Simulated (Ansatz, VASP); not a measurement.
# One calculation of PtS2, two programs

```xyz
3
Lattice="3.4574 0.0000 0.0000 -1.7287 2.9942 0.0000 0.0000 0.0000 4.9855" Properties=species:S:1:pos:R:3 pbc="T T T"
Pt    0.0000    0.0000    0.0000
S     0.0000    1.9961    1.2662
S     1.7287    0.9981    3.7193
```

Change from the starting cell: hydrostatic strain -2.7%.

Alike in both runs: task single point; functional r2SCAN; k mesh 12 × 12 × 6; no spin polarisation.

|  | VASP | Ansatz |
| --- | --- | --- |
| version | VASP 6.6.1 | Ansatz 0.2.0 |
| potentials or method | VASP PAW PBE potentials, release 64 (Pt, S) | plane waves, PAW |
| plane-wave cutoff (eV) | 520 | 500 |
| occupations | gaussian, width 0.01 eV | fixed |
| valence electrons in the cell | 22 | 30 |

VASP gave:

- gap on the k mesh at the Fermi level (eV): 0.71
- pressure (GPa): 8.8
- traceless stress, the component that is largest in VASP (GPa): -4.41
- rms of the force components (eV/Å): 0.023

**Question.** Estimate Ansatz's values.

**Answer.** gap on the k mesh at the Fermi level (eV): 0.71; pressure (GPa): 8.8; traceless stress, the component that is largest in VASP (GPa): -4.40; rms of the force components (eV/Å): 0.022.

VASP's potentials were made for PBE, not for r2SCAN. Atom by atom the forces differ by 0.001 eV/Å (rms over components). VASP's potentials hold 22 valence electrons a cell and Ansatz's 30, so a difference there can come from the potentials and not from the codes.

Neither program's run includes spin-orbit coupling.
